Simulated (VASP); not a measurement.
Crystal: PbO2.

```
Pb O
1.0
     4.98385    0.00000    0.00000
     0.00000    4.98385    0.00000
     0.00000    0.00000    3.40762
Pb O
2 4
Direct
  0.00000 0.00000 0.00000
  0.50000 0.50000 0.50000
  0.30721 0.30721 0.00000
  0.19279 0.80721 0.50000
  0.80721 0.19279 0.50000
  0.69279 0.69279 0.00000
```

Base run:

| Quantity | Value |
| --- | --- |
| Program | VASP 6.6.1 |
| Functional | r2SCAN |
| Potentials or basis | VASP PAW PBE potentials, release 64 (Pb_d, O) |
| Cutoff | 520 eV |
| k mesh | 6 × 6 × 8 |
| Occupations | fermi-dirac, width 0.02 eV |
| Spin | no spin polarisation |

Its results: band gap on the k mesh 0.10 eV (least direct gap 0.34 eV); pressure 0.8 GPa; largest force 0.006 eV/Å.

Problem. The run is repeated on the same cell with these changes: functional from r2SCAN to PBE. What comes out?

Solution. Band gap on the k mesh 0.10 eV (least direct gap 0.13 eV); pressure 6.6 GPa; largest force 0.030 eV/Å.

Caveats: the structure was generated, so it needn't be the stable form of PbO2; spin-orbit coupling is left out, which moves the levels of the heavy elements; the PAW data sets were made with another functional, which shifts forces and pressure a little (at least some runs); the cell stands under pressure (at least some runs).

A k mesh can miss the band edges.
